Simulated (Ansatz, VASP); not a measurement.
## Al: VASP beside Ansatz

File INCAR:

```
PREC = Accurate ; ENCUT = 520
EDIFF = 1E-7 ; ISMEAR = 0
SIGMA = 0.1 ; LREAL = Auto
LASPH = True ; NELM = 80
ALGO = Normal ; ISIF = 2
LWAVE = False ; LCHARG = True
LDIPOL = True ; IDIPOL = 3
DIPOL = 0.5 0.5 0.421 ; GGA = PE
LELF = True ; LVHAR = True
LVACPOTAV = True ; NBANDS = 38
```

Contents of KPOINTS:

```
Automatic mesh
0
Gamma
  3 3 1
```

POSCAR

```
Al
1.0
    5.7143027680      0.0000000000      0.0000000000
    0.0000000000      5.7143027680      0.0000000000
    0.0000000000      0.0000000000     26.2451333555
Al
16
Direct
    0.2500000000      0.2500000000      0.3048184169
    0.2500000000      0.7500000000      0.3048184169
    0.7500000000      0.2500000000      0.3048184169
    0.7500000000      0.7500000000      0.3048184169
    0.5000000000      0.5000000000      0.3817969215
    0.5000000000      0.0000000000      0.3817969215
    0.0000000000      0.5000000000      0.3817969215
    0.0000000000      0.0000000000      0.3817969215
    0.7493168154      0.7511001945      0.4607846992
    0.7490257184      0.2511725542      0.4606525608
    0.2493677119      0.7510951821      0.4610147453
    0.2496744367      0.2514369369      0.4608571467
   -0.0033860868      0.0018495468      0.5356388105
   -0.0001995131      0.5029061212      0.5362882584
    0.5003681070      0.0017250878      0.5377764374
    0.4987503187      0.4989941944      0.5359361320
```

Input for Ansatz:

```yaml
crystal:
  lattice:
    - [5.714302768, 0.0, 0.0]
    - [0.0, 5.714302768, 0.0]
    - [0.0, 0.0, 26.2451333555]
  atoms:
    - { symbol: Al, position: [0.25, 0.25, 0.3048184169] }
    - { symbol: Al, position: [0.25, 0.75, 0.3048184169] }
    - { symbol: Al, position: [0.75, 0.25, 0.3048184169] }
    - { symbol: Al, position: [0.75, 0.75, 0.3048184169] }
    - { symbol: Al, position: [0.5, 0.5, 0.3817969215] }
    - { symbol: Al, position: [0.5, 0.0, 0.3817969215] }
    - { symbol: Al, position: [0.0, 0.5, 0.3817969215] }
    - { symbol: Al, position: [0.0, 0.0, 0.3817969215] }
    - { symbol: Al, position: [0.7493168154, 0.7511001945, 0.4607846992] }
    - { symbol: Al, position: [0.7490257184, 0.2511725542, 0.4606525608] }
    - { symbol: Al, position: [0.2493677119, 0.7510951821, 0.4610147453] }
    - { symbol: Al, position: [0.2496744367, 0.2514369369, 0.4608571467] }
    - { symbol: Al, position: [-0.0033860868, 0.0018495468, 0.5356388105] }
    - { symbol: Al, position: [-0.0001995131, 0.5029061212, 0.5362882584] }
    - { symbol: Al, position: [0.500368107, 0.0017250878, 0.5377764374] }
    - { symbol: Al, position: [0.4987503187, 0.4989941944, 0.535936132] }
basis:
  ecutwfc: 420
kpoints:
  mp_grid: { grid: [3, 3, 1] }
hamiltonian:
  xc: pbe
scf:
  occupations: { method: gaussian, width: 0.1 }
output:
  forces: true
  eigenvalues: true
  write_density: true
  volumetric_format: npy
efield:
  axis: 3
  dipole_correction: true
  ramp_width: 0.04
```

Alike in both runs: task single point; functional PBE; k mesh 3 × 3 × 1; occupations gaussian, width 0.1 eV; no spin polarisation.

```csv
,VASP,Ansatz
version,VASP 6.6.1,Ansatz 0.2.0
potentials or method,"VASP PAW PBE potentials, release 64 (Al), cutoff 520 eV","scalar-relativistic, plane waves, PAW"
valence electrons in the cell,48,48
```

|  | VASP | Ansatz | Ansatz less VASP |
| --- | --- | --- | --- |
| gap on the k mesh at the Fermi level (eV) | none | none | - |
| rms of the force components (eV/Å) | 0.056 | 0.055 | -0.0019 |
| work function, face that differs most (eV) | 4.24 | 4.24 | -0.003 |

Atom by atom the forces differ by 0.002 eV/Å (rms over components). A gap of «none» marks a metal or a gap that the smearing closes. The functional is the same, so the differences come from potentials, cutoffs and numerics.

The k mesh is coarse, so the values compare programs but aren't converged.
